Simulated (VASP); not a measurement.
# CaMg15S16 (P1) in VASP: relaxation of volume and atoms at fixed shape with PBEsol

Aim: the relaxation of volume and atoms at fixed shape of CaMg15S16 with PBEsol.

Everything below comes from runs of VASP 6.6.1. Logs are shortened: lines on timing, memory, paths and dates and some standing lists are left out, and cuts for length are marked.

### Step 1. The cell of the first run

The typed cell holds 64 atoms: a = 10.418 Å, b = 10.418 Å, c = 10.418 Å, α = 90.00°, β = 90.00°, γ = 90.00°.

### Step 2. Relaxation of volume and atoms at fixed shape, PBEsol

File INCAR:

```
ALGO = Normal
EDIFF = 1E-6
EDIFFG = -0.03
ENCUT = 600
GGA = PS
IBRION = 2
ISIF = 8
ISMEAR = -1
ISYM = 0
LASPH = T
LCHARG = F
LREAL = Auto
LWAVE = F
NCORE = 4
NELM = 80
NSW = 100
PREC = Accurate
SIGMA = 0.05
```

File KPOINTS:

```
Automatic mesh
0
Gamma
  1 1 1
  0.25 0.25 0.25
```

File POSCAR:

```
CaMg15S16
1.0
   10.4181100000      0.0000000000      0.0000000000
    0.0000000000     10.4181100000      0.0000000000
    0.0000000000      0.0000000000     10.4181100000
S Mg Ca
32 30 2
Direct
    0.2499000000      0.9974170000      0.9966320000
    0.2523290000      0.0000010000      0.4976720000
    0.2503740000      0.5002300000      0.0014860000
    0.2507650000      0.4991620000      0.4987280000
    0.7524540000      0.0004570000      0.9992580000
    0.7503810000      0.0029180000      0.4996750000
    0.7498460000      0.5022420000      0.9978130000
    0.7531090000      0.4974510000      0.5010460000
    0.9993240000      0.2491550000      0.9992750000
    0.0018660000      0.2485900000      0.4999340000
    0.0020670000      0.7496890000      0.0001840000
    0.0013200000      0.7487430000      0.4985900000
    0.5029440000      0.2498360000      0.9994590000
    0.4990820000      0.2524670000      0.5005520000
    0.5025270000      0.7490300000      0.0009530000
    0.5025350000      0.7520230000      0.4983540000
    0.0000070000      0.0014170000      0.2509110000
    0.9998800000      0.0014090000      0.7476790000
    0.0006420000      0.4982480000      0.2503370000
    0.0018360000      0.5009970000      0.7456590000
    0.5024450000      0.0011440000      0.2523140000
    0.4992860000      0.0062060000      0.7490050000
    0.5000830000      0.4982340000      0.2483900000
    0.4992480000      0.5009720000      0.7482620000
    0.2502930000      0.2512150000      0.2527090000
    0.2511380000      0.2498170000      0.7481030000
    0.2500850000      0.7490570000      0.2465050000
    0.2529400000      0.7478760000      0.7472110000
    0.7528470000      0.2468400000      0.2526850000
    0.7491300000      0.2481020000      0.7516240000
    0.7508660000      0.7496630000      0.2489600000
    0.7474370000      0.7504600000      0.7470300000
    0.0013280000      0.9995600000      0.9985940000
    0.9982590000      0.0007240000      0.4979410000
    0.0001740000      0.4996940000      0.9991630000
    0.9988290000      0.5012470000      0.5004530000
    0.5011720000      0.9990370000      0.9990870000
    0.5003960000      0.0037530000      0.5015190000
    0.4997530000      0.4991350000      0.9988920000
    0.4998790000      0.5022290000      0.4975600000
    0.2506950000      0.2494730000      0.9988320000
    0.2484970000      0.7480680000      0.9985380000
    0.2505990000      0.7503140000      0.5005540000
    0.7503060000      0.2487050000      0.0006040000
    0.7494070000      0.2505600000      0.4992900000
    0.7496190000      0.7503100000      0.9989090000
    0.7506320000      0.7493440000      0.5007670000
    0.2498450000      0.0044670000      0.2486240000
    0.2533170000      0.9985750000      0.7502500000
    0.2535030000      0.5036770000      0.2476780000
    0.7489060000      0.9963970000      0.2499140000
    0.7480500000      0.9996570000      0.7494240000
    0.7503790000      0.4987620000      0.2462370000
    0.7465430000      0.4980660000      0.7498550000
    0.9976540000      0.2520340000      0.2502160000
    0.9983220000      0.2499820000      0.7506990000
    0.0018240000      0.7483160000      0.2541830000
    0.9996740000      0.7522520000      0.7517590000
    0.4991930000      0.2499120000      0.2506110000
    0.5011910000      0.2507690000      0.7462570000
    0.5015070000      0.7505850000      0.2453330000
    0.5011540000      0.7470460000      0.7479080000
    0.2483010000      0.2480640000      0.4997290000
    0.2514860000      0.4999270000      0.7541360000
```

Potentials or basis: VASP PAW PBE potentials, release 64 (S, Mg, Ca_sv).

Command:

```
> cat potpaw_PBE.64/S/POTCAR potpaw_PBE.64/Mg/POTCAR potpaw_PBE.64/Ca_sv/POTCAR > POTCAR
> mpirun -np 4 vasp_std > vasp.out
```

OUTCAR:

```text
EDIFF = 1E-6
   EDIFFG = -0.03
   ENCUT = 600
   GGA = PS
   IBRION = 2
   ISIF = 8
   ISMEAR = -1
   ISYM = 0
   LASPH = T
   LREAL = Auto
   NELM = 80
   NSW = 100
   PREC = Accurate

 ion  position               nearest neighbor table
   1  0.250  0.997  0.997-  49 2.57  33 2.59  42 2.60  37 2.62  41 2.63  48 2.63
   2  0.252  0.000  0.498-  63 2.58  38 2.58  48 2.60  43 2.60  49 2.63  34 2.65
   3  0.250  0.500  0.001-  50 2.57  64 2.58  42 2.58  39 2.60  35 2.61  41 2.61
   4  0.251  0.499  0.499-  40 2.60  50 2.62  63 2.62  43 2.62  36 2.62  64 2.66
   5  0.752  0.000  0.999-  44 2.59  33 2.59  52 2.60  46 2.61  51 2.61  37 2.62
   6  0.750  0.003  0.500-  45 2.58  34 2.58  52 2.60  51 2.60  38 2.60  47 2.64
[... 71 lines left out ...]
  63  0.248  0.248  0.500-  10 2.57  25 2.57   2 2.58  26 2.59  14 2.61   4 2.62
  64  0.251  0.500  0.754-   3 2.58  24 2.58  28 2.58  20 2.60  26 2.61   4 2.66

IMPORTANT INFORMATION: All symmetrisations will be switched off!
NOSYMM: (Re-)initialisation of all symmetry stuff for point group C_1.

----------------------------------------------------------------------------------------

                                     Primitive cell

  volume of cell :    1130.7506

  direct lattice vectors                    reciprocal lattice vectors
    10.418110000  0.000000000  0.000000000     0.095986700  0.000000000  0.000000000
     0.000000000 10.418110000  0.000000000     0.000000000  0.095986700  0.000000000
     0.000000000  0.000000000 10.418110000     0.000000000  0.000000000  0.095986700

  length of vectors
    10.418110000 10.418110000 10.418110000     0.095986700  0.095986700  0.095986700

  position of ions in fractional coordinates (direct lattice)
     0.249900000  0.997417000  0.996632000
     0.252329000  0.000001000  0.497672000
     0.250374000  0.500230000  0.001486000
     0.250765000  0.499162000  0.498728000
     0.752454000  0.000457000  0.999258000
     0.750381000  0.002918000  0.499675000
[... 56 lines left out ...]
     0.248301000  0.248064000  0.499729000
     0.251486000  0.499927000  0.754136000

  ion indices of the primitive-cell ions
   primitive index   ion index
                 1           1
                 2           2
                 3           3
                 4           4
                 5           5
                 6           6
[... 56 lines left out ...]
                63          63
                64          64

----------------------------------------------------------------------------------------

 KPOINTS: Automatic mesh

Automatic generation of k-mesh.
 Grid dimensions read from file:
 generate k-points for:    1    1    1

[... 65 lines left out ...]
  Thomas-Fermi vector in A             =   2.151584
   LORBIT       =      0    0 simple, 1 ext, 2 COOP (PROOUT), +10 PAW based schemes
   GGA     = PS    functional components
   LHFCALC =     F    Hartree Fock is set to
   AEXX    =    0.0000 exact exchange contribution
   IVDW    =     0    specifies the selected vdW correction
   LEPSILON=     F    determine dielectric tensor
   LRPA    =     F    only Hartree local field effects (RPA)
 conjugate gradient relaxation of ions
 non-spin polarized calculation
  energy-cutoff  :      600.00
  volume of cell :     1130.75
 maximum number of plane-waves:     37740
   NGX = 41   NGY = 41   NGZ = 41

--------------------------------------- Ionic step        1  -------------------------------------------

 number of electron     272.0000003 magnetization

 Free energy of the ion-electron system (eV)
  ---------------------------------------------------
  ext. energy  EPLUGINS =         0.00000000
  ---------------------------------------------------
  free energy    TOTEN  =      -292.69266852 eV

  energy without entropy =     -292.69266852  energy(sigma->0) =     -292.69266852

------------------------ aborting loop because EDIFF is reached ----------------------------------------

  FORCE on cell =-STRESS in cart. coord.  units (eV):
  Direction    XX          YY          ZZ          XY          YZ          ZX
  --------------------------------------------------------------------------------------
  -------------------------------------------------------------------------------------
  Total        2.3147734      1.9626029      2.0390512      0.0628659      0.2328946      0.0546641
  in kB        3.2798369      2.7808413      2.8891620      0.0890756      0.3299918      0.0774544
  external PRESSURE =       2.9832801 kB  Pullay stress =       0.0000000 kB
[... 275 lines left out ...]
  FREE ENERGIE OF THE ION-ELECTRON SYSTEM (eV)
  ---------------------------------------------------
  free  energy   TOTEN  =      -293.4581160556 eV

  energy  without entropy=     -293.4581160555  energy(sigma->0) =     -293.45811606

[... ionic steps 4 to 7 ...]

--------------------------------------- Ionic step        8  -------------------------------------------

 number of electron     272.0000017 magnetization

------------------------ aborting loop because EDIFF is reached ----------------------------------------
[... 191 lines left out ...]
--------------------------------------- Ionic step       10  -------------------------------------------

 number of electron     272.0000018 magnetization

 Free energy of the ion-electron system (eV)
  ---------------------------------------------------
  ext. energy  EPLUGINS =         0.00000000
  ---------------------------------------------------
  free energy    TOTEN  =      -293.55917447 eV

  energy without entropy =     -293.55917447  energy(sigma->0) =     -293.55917447

 E-fermi :   4.9341     XC(G=0):  -9.8772

 val. band max:        3.6169673517   @ k =   0.2500   0.2500   0.2500
 cond. band min:       6.9455712326   @ k =   0.2500  -0.2500   0.2500
 fundamental gap:      3.3286038809
 Fermi energy:         4.9340524272

 k-point     1 :       0.2500    0.2500    0.2500
  band No.  band energies     occupation
      1     -34.9821      2.00000
      2     -34.9760      2.00000
      3     -16.2553      2.00000
      4     -16.2183      2.00000
      5     -16.2065      2.00000
      6     -16.1964      2.00000
[... 593 lines left out ...]
    147       8.2583      0.00000
    148       8.2869      0.00000
 [bands above 148 left out]

------------------------ aborting loop because EDIFF is reached ----------------------------------------

  FORCE on cell =-STRESS in cart. coord.  units (eV):
  Direction    XX          YY          ZZ          XY          YZ          ZX
  --------------------------------------------------------------------------------------
  -------------------------------------------------------------------------------------
  Total        0.2310901      0.2185324      0.2302489     -0.0000246     -0.0483300     -0.0155157
  in kB        0.3272604      0.3094766      0.3260690     -0.0000349     -0.0684429     -0.0219727
  external PRESSURE =       0.3209353 kB  Pullay stress =       0.0000000 kB
[... 79 lines left out ...]
  FREE ENERGIE OF THE ION-ELECTRON SYSTEM (eV)
  ---------------------------------------------------
  free  energy   TOTEN  =      -293.5591744684 eV

  energy  without entropy=     -293.5591744684  energy(sigma->0) =     -293.55917447

 reached required accuracy - stopping structural energy minimisation
```

Run time: 30 min. Hardware: 4 MPI ranks of Intel Xeon 6975P-C (Granite Rapids), shared host; peak memory 0.55 GiB.

What came out:

* Free energy: -293.5592 eV
* Relaxed volume: 17.68 Å³/atom
* Relaxed cell: a = 10.420 Å, b = 10.420 Å, c = 10.420 Å, α = 90.00°, β = 90.00°, γ = 90.00°
* Space group after relaxing (to 0.1 Å): Cmmm (No. 65)
* Energy gained by relaxing: 13.5 meV/atom
* Ionic steps: 10
* Pressure after relaxing: 0.0 GPa
* Largest force after relaxing: 0.028 eV/Å
* Band gap on the k mesh: 3.33 eV

Forces in eV/Å, atoms in the order of the input:
```
S   -0.001  0.006 -0.003
S   -0.002  0.013  0.009
S    0.003  0.000 -0.023
S    0.004  0.013 -0.017
S   -0.003 -0.001 -0.003
S    0.003  0.001  0.001
S    0.003  0.005 -0.002
S   -0.003 -0.002  0.006
S    0.004  0.002 -0.004
S    0.012 -0.006 -0.008
S   -0.007  0.002 -0.003
S   -0.001 -0.002 -0.012
S   -0.003  0.004  0.000
S    0.005 -0.011 -0.001
S    0.003  0.005  0.005
S   -0.003 -0.012  0.006
S    0.001 -0.003 -0.002
S    0.003 -0.002  0.001
S   -0.002  0.000 -0.003
S   -0.007 -0.004  0.006
S    0.001 -0.002 -0.002
S   -0.002 -0.001  0.001
S   -0.003 -0.003  0.010
S   -0.008  0.002  0.007
S    0.007 -0.007 -0.002
S    0.006 -0.006  0.008
S   -0.002 -0.008  0.002
S    0.000 -0.006  0.001
S   -0.002  0.009 -0.001
S    0.002  0.009 -0.009
S   -0.004  0.008 -0.002
S    0.003  0.001  0.006
Mg  -0.008  0.001  0.009
Mg   0.006  0.005  0.003
Mg   0.007  0.002 -0.001
Mg   0.004 -0.005  0.003
Mg  -0.004  0.001 -0.004
Mg  -0.003 -0.011 -0.005
Mg  -0.007  0.002  0.001
Mg  -0.003 -0.019  0.008
Mg  -0.004  0.013 -0.003
Mg  -0.002  0.000 -0.002
Mg  -0.009 -0.004  0.009
Mg  -0.003  0.001 -0.009
Mg   0.005 -0.004 -0.008
Mg   0.002  0.002  0.002
Mg  -0.003  0.005  0.000
Mg   0.001 -0.003  0.014
Mg  -0.001  0.009  0.004
Mg  -0.007 -0.015  0.008
Mg  -0.001  0.015 -0.004
Mg  -0.001  0.002  0.000
Mg  -0.007  0.010  0.005
Mg   0.014  0.003  0.006
Mg   0.008  0.000  0.003
Mg   0.002  0.003 -0.011
Mg  -0.007  0.004 -0.010
Mg   0.007 -0.012 -0.006
Mg  -0.001  0.000  0.002
Mg   0.005 -0.007 -0.007
Mg  -0.006 -0.002  0.011
Mg  -0.006 -0.005  0.008
Ca  -0.003 -0.013 -0.012
Ca   0.015  0.019  0.016
```

The path:
```tsv
step	energy change (eV)	largest force (eV/Å)	pressure (GPa)	volume (Å³)
1	0.0000	1.5128	0.30	1130.75
2	-0.6072	0.7261	-0.25	1136.14
3	-0.7654	0.2586	-0.61	1140.67
4	-0.8256	0.1733	0.22	1128.34
5	-0.8268	0.1587	0.37	1126.30
6	-0.8541	0.0769	0.14	1129.70
7	-0.8592	0.1017	-0.01	1131.90
8	-0.8635	0.0481	-0.02	1132.12
9	-0.8650	0.0533	-0.04	1132.34
10	-0.8665	0.0284	0.03	1131.35
```

Final structure:
```xyz
64
Lattice="10.4200 0.0000 0.0000 0.0000 10.4200 0.0000 0.0000 0.0000 10.4200" Properties=species:S:1:pos:R:3 pbc="T T T"
S     2.6114   10.4036    0.0064
S     2.6100   10.3229    5.1887
S     2.6097    5.2207    0.0934
S     2.6093    5.3047    5.1109
S     7.8215   10.4133   10.4183
S     7.8188   10.4068    5.2003
S     7.8193    5.2100    0.0059
S     7.8196    5.2242    5.1880
S    10.4137    2.6050   10.4146
S    10.3245    2.6088    5.2096
S     0.0047    7.8115   10.4137
S    10.4160    7.8141    5.2088
S     5.2252    2.6056   10.4113
S     5.3082    2.6136    5.2052
S     5.2184    7.8122   10.4075
S     5.2276    7.8193    5.2004
S     0.0028    0.0022    2.6014
S    10.4132    0.0035    7.8073
S    10.4160    5.2082    2.6024
S    10.3263    5.2098    7.8071
S     5.2174    0.0039    2.5997
S     5.2252    0.0053    7.8058
S     5.2274    5.2107    2.5966
S     5.3092    5.2100    7.8029
S     2.6080    2.5952    2.5032
S     2.6065    2.5102    7.9035
S     2.6126    7.8320    2.5830
S     2.6106    7.9121    7.8192
S     7.8189    2.5972    2.5879
S     7.8170    2.5892    7.8263
S     7.8231    7.8145    2.5947
S     7.8191    7.8268    7.8106
Mg    0.0048   10.4163   10.4145
Mg   10.4045   10.4030    5.2017
Mg   10.4049    5.2097    0.0124
Mg   10.3887    5.2287    5.1881
Mg    5.2201   10.4173   10.4156
Mg    5.2333   10.4110    5.2023
Mg    5.2341    5.2106    0.0078
Mg    5.2494    5.2363    5.1819
Mg    2.6105    2.5821    0.0057
Mg    2.6116    7.8277    0.0075
Mg    2.6142    7.8264    5.1823
Mg    7.8199    2.5995    0.0001
Mg    7.8161    2.6045    5.2074
Mg    7.8209    7.8133   10.4143
Mg    7.8221    7.8153    5.2012
Mg    2.6099   10.4079    2.5794
Mg    2.6098   10.4083    7.8234
Mg    2.6132    5.2337    2.5887
Mg    7.8205   10.4114    2.5987
Mg    7.8188   10.4169    7.8114
Mg    7.8229    5.2060    2.5952
Mg    7.8160    5.2088    7.8076
Mg   10.4034    2.6034    2.5843
Mg   10.3865    2.5895    7.8303
Mg    0.0060    7.8163    2.6012
Mg   10.4050    7.8363    7.8137
Mg    5.2320    2.6053    2.5809
Mg    5.2462    2.5930    7.8264
Mg    5.2219    7.8199    2.5901
Mg    5.2341    7.8361    7.8044
Ca    2.6069    2.5909    5.1897
Ca    2.6055    5.2240    7.8245
```

Levels at points of the mesh, in eV from the valence-band top:
```
           k point  band 134  band 135  band 136  band 137  band 138  band 139
(0.25, 0.25, 0.25)     -0.24      0.00      0.00      3.33      3.49      3.66
```

Caveat: the PAW data sets were made with another functional, which shifts forces and pressure a little; a shifted mesh leaves out Γ, where band edges can lie. A k mesh can miss the band edges.
